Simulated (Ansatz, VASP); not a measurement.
# W in VASP and in Ansatz

The input INCAR:

```
SYSTEM = W
ALGO = Normal
EDIFF = 1E-7
ENCUT = 520
GGA = PS
ISIF = 2
ISMEAR = 0
LASPH = .True.
LCHARG = .True.
LELF = .True.
LREAL = .False.
LVHAR = .True.
LWAVE = .False.
NBANDS = 21
NELM = 80
PREC = Accurate
SIGMA = 0.1
```

File KPOINTS:

```
k-points
0
Gamma
  16 16 16
  0 0 0
```

File POSCAR:

```
W
1.0
    3.0596981359      0.0000000000      0.0000000000
    0.0000000000      3.0596981359      0.0000000000
    0.0000000000      0.0000000000      3.0596981359
W
2
Direct
    0.0000000000      0.0000000000      0.0000000000
    0.5000000000      0.5000000000      0.5000000000
```

Input for Ansatz:

```yaml
crystal:
  lattice:
    - [3.0596981359, 0.0, 0.0]
    - [0.0, 3.0596981359, 0.0]
    - [0.0, 0.0, 3.0596981359]
  atoms:
    - { symbol: W, position: [0.0, 0.0, 0.0] }
    - { symbol: W, position: [0.5, 0.5, 0.5] }
basis:
  ecutwfc: 420
kpoints:
  mp_grid: { grid: [16, 16, 16] }
hamiltonian:
  xc: pbesol
scf:
  occupations: { method: gaussian, width: 0.1 }
output:
  forces: true
  stress: true
  eigenvalues: true
```

Change from the starting cell: equal strain along all axes, cell held, atoms relaxed: -3.0 %.

Alike in both runs: task single point; functional PBEsol; k mesh 16 × 16 × 16; occupations gaussian, width 0.1 eV; no spin polarisation.

|  | VASP | Ansatz |
| --- | --- | --- |
| version | VASP 6.6.1 | Ansatz 0.2.0 |
| potentials or method | VASP PAW PBE potentials, release 64 (W_sv), cutoff 520 eV | scalar-relativistic, plane waves, PAW |
| valence electrons in the cell | 28 | 28 |

VASP gave:

| Item | Value |
| --- | --- |
| gap on the k mesh at the Fermi level (eV) | none |
| pressure (GPa) | 36.8 |

**Question.** Estimate Ansatz's values.

**Answer.** gap on the k mesh at the Fermi level (eV): none; pressure (GPa): 35.5.

VASP's potentials were made for PBE, not for PBEsol. A gap of «none» marks a metal or a gap that the smearing closes. Both programs put the cell under a high pressure, so it lies far from rest at this level. With one functional, cell and mesh, what is left measures potentials, basis and numerics.

Neither program's run includes spin-orbit coupling.
